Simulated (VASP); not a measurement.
# Pb (Fm-3m) in VASP: further runs, part 2 of 2

VASP 6.6.1. Earlier steps stand in the parts before.

## (3) Single point, PBE, non-collinear spin, zero start, spin-orbit coupling

POSCAR

```
Pb
1.0
    0.0000000000      2.5209979029      2.5209979029
    2.5209979029      0.0000000000      2.5209979029
    2.5209979029      2.5209979029      0.0000000000
Pb
1
Direct
    0.0000000000      0.0000000000      0.0000000000
```

INCAR.step1

```
ALGO = Fast
EDIFF = 1E-6
ENCUT = 520
GGA = PE
GGA_COMPAT = False
ISIF = 2
ISMEAR = 0
LASPH = True
LCHARG = True
LORBMOM = True
LREAL = False
LSORBIT = True
LWAVE = False
MAGMOM = 0 0 0
NBANDS = 25
NELM = 150
PREC = Accurate
SIGMA = 0.1
```

KPOINTS.step1

```
k-points
0
Gamma
  14 14 14
```

INCAR.step2

```
ALGO = Fast
EDIFF = 1E-6
ENCUT = 520
GGA = PE
GGA_COMPAT = False
ICHARG = 11
ISIF = 2
ISMEAR = -5
LASPH = True
LCHARG = False
LORBIT = 10
LORBMOM = True
LREAL = False
LSORBIT = True
LWAVE = False
MAGMOM = 0 0 0
NBANDS = 25
NEDOS = 2001
NELM = 150
PREC = Accurate
SIGMA = 0.1
```

KPOINTS.step2

```
k-points
0
Gamma
  21 21 21
```

Potentials or basis: VASP PAW PBE potentials, release 64 (Pb_d).

The run is started by

```sh
$ cat potpaw_PBE.64/Pb_d/POTCAR > POTCAR
$ cp INCAR.step1 INCAR
$ cp KPOINTS.step1 KPOINTS
$ mpirun -np 1 vasp_ncl > vasp.out
$ cp INCAR.step2 INCAR
$ cp KPOINTS.step2 KPOINTS
$ mpirun -np 1 vasp_ncl > vasp.out
```

OUTCAR:

```text
EDIFF = 1E-6
   ENCUT = 520
   GGA = PE
   ICHARG = 11
   ISIF = 2
   ISMEAR = -5
   LASPH = True
   LORBIT = 10
   LREAL = False
   LSORBIT = True
   NELM = 150
   PREC = Accurate

 ion  position               nearest neighbor table
   1  0.000  0.000  0.000-

  LATTYP: Found a face centered cubic cell.
 ALAT       =     5.0419958058

  Lattice vectors:

 A1 = (   0.0000000000,   2.5209979029,   2.5209979029)
 A2 = (   2.5209979029,   0.0000000000,   2.5209979029)
 A3 = (   2.5209979029,   2.5209979029,   0.0000000000)

Analysis of symmetry for initial positions (statically):
=====================================================================
 Subroutine PRICEL returns:
 Original cell was already a primitive cell.

 Routine SETGRP: Setting up the symmetry group for a
 face centered cubic supercell.

 Subroutine GETGRP returns: Found 48 space group operations
 (whereof 48 operations were pure point group operations)
 out of a pool of 48 trial point group operations.

The static configuration has the point symmetry O_h .

Analysis of symmetry for dynamics (positions and initial velocities):
=====================================================================
 Subroutine PRICEL returns:
 Original cell was already a primitive cell.

 Routine SETGRP: Setting up the symmetry group for a
 face centered cubic supercell.

 Subroutine GETGRP returns: Found 48 space group operations
 (whereof 48 operations were pure point group operations)
 out of a pool of 48 trial point group operations.

The dynamic configuration has the point symmetry O_h .

Analysis of structural, dynamic, and magnetic symmetry:
=====================================================================
 Subroutine PRICEL returns:
 Original cell was already a primitive cell.

[... 841 lines left out ...]
  Total        0.0614280      0.0614280      0.0614280     -0.0000000      0.0000000      0.0000000
  in kB        3.0713537      3.0713537      3.0713537     -0.0000000      0.0000000      0.0000000
  external PRESSURE =       3.0713537 kB  Pullay stress =       0.0000000 kB

 VOLUME and BASIS-vectors are now :
 -----------------------------------------------------------------------------
  energy-cutoff  :      520.00
  volume of cell :       32.04
      direct lattice vectors                 reciprocal lattice vectors
     0.000000000  2.520997903  2.520997903    -0.198334159  0.198334159  0.198334159
     2.520997903  0.000000000  2.520997903     0.198334159 -0.198334159  0.198334159
     2.520997903  2.520997903  0.000000000     0.198334159  0.198334159 -0.198334159

 POSITION                                       TOTAL-FORCE (eV/Angst)
 -----------------------------------------------------------------------------------
      0.00000      0.00000      0.00000         0.000000      0.000000      0.000000
 -----------------------------------------------------------------------------------
    total drift:                               -0.000000      0.000000     -0.000000

  FREE ENERGIE OF THE ION-ELECTRON SYSTEM (eV)
  ---------------------------------------------------
  free  energy   TOTEN  =        -4.1051160769 eV

  energy  without entropy=       -4.1051160769  energy(sigma->0) =       -4.10511608

 orbital moment (x)

 # of ion     p       d       tot
 ----------------------------------------
  1        -0.000   0.000   0.000
 ----------------------------------------
           -0.000   0.000   0.000

 orbital moment (y)

 # of ion     p       d       tot
 ----------------------------------------
  1         0.000   0.000   0.000
 ----------------------------------------
            0.000   0.000   0.000

 orbital moment (z)

 # of ion     p       d       tot
 ----------------------------------------
  1         0.000   0.000   0.000
 ----------------------------------------
            0.000   0.000   0.000

 Spin-Orbit-Coupling matrix elements

 Ion:    1  E_soc:     -1.1436742
 l=   1
     0.0000000    -0.1231800    -0.1231800
    -0.1231800     0.0000000    -0.1231800
    -0.1231800    -0.1231800     0.0000000
 l=   2
     0.0000000    -0.0135618     0.0000000    -0.0135618    -0.0538706
    -0.0135618     0.0000000    -0.0404029    -0.0135618    -0.0134676
     0.0000000    -0.0404029     0.0000000    -0.0404029     0.0000000
    -0.0135618    -0.0135618    -0.0404029     0.0000000    -0.0134676
    -0.0538706    -0.0134676     0.0000000    -0.0134676     0.0000000
 l=   3
     0.0000000     0.0000000     0.0000000     0.0000000     0.0000000     0.0000000     0.0000000
     0.0000000     0.0000000     0.0000000     0.0000000     0.0000000     0.0000000     0.0000000
     0.0000000     0.0000000     0.0000000     0.0000000     0.0000000     0.0000000     0.0000000
     0.0000000     0.0000000     0.0000000     0.0000000     0.0000000     0.0000000     0.0000000
     0.0000000     0.0000000     0.0000000     0.0000000     0.0000000     0.0000000     0.0000000
     0.0000000     0.0000000     0.0000000     0.0000000     0.0000000     0.0000000     0.0000000
     0.0000000     0.0000000     0.0000000     0.0000000     0.0000000     0.0000000     0.0000000

 total charge

# of ion       s       p       d       tot
------------------------------------------
    1        1.400   0.737   9.808  11.945

 magnetization (x)

# of ion       s       p       d       tot
------------------------------------------
    1       -0.000  -0.000   0.000  -0.000

 magnetization (y)

# of ion       s       p       d       tot
------------------------------------------
    1       -0.000   0.000  -0.000  -0.000

 magnetization (z)

# of ion       s       p       d       tot
------------------------------------------
    1       -0.000   0.000   0.000  -0.000
```

OUTCAR.step1:

```text
EDIFF = 1E-6
   ENCUT = 520
   GGA = PE
   ISIF = 2
   ISMEAR = 0
   LASPH = True
   LREAL = False
   LSORBIT = True
[... 959 lines left out ...]
     0.0000000     0.0000000     0.0000000     0.0000000     0.0000000     0.0000000     0.0000000
     0.0000000     0.0000000     0.0000000     0.0000000     0.0000000     0.0000000     0.0000000
     0.0000000     0.0000000     0.0000000     0.0000000     0.0000000     0.0000000     0.0000000
     0.0000000     0.0000000     0.0000000     0.0000000     0.0000000     0.0000000     0.0000000
     0.0000000     0.0000000     0.0000000     0.0000000     0.0000000     0.0000000     0.0000000

=======================================================================

 ========================================================
```

Run time: 6 min. Hardware: 1 thread of AMD EPYC 9R45 (Zen 5), shared host; peak memory 0.42 GiB.

What came out:

| Quantity | Value |
| --- | --- |
| Net moment | 0.00 μB per cell |
| Valence electrons inside the program's atomic spheres | Pb 11.95 |

Moments on the atoms (μB; x, y, z):
```
Pb  0.00 0.00 0.00
```
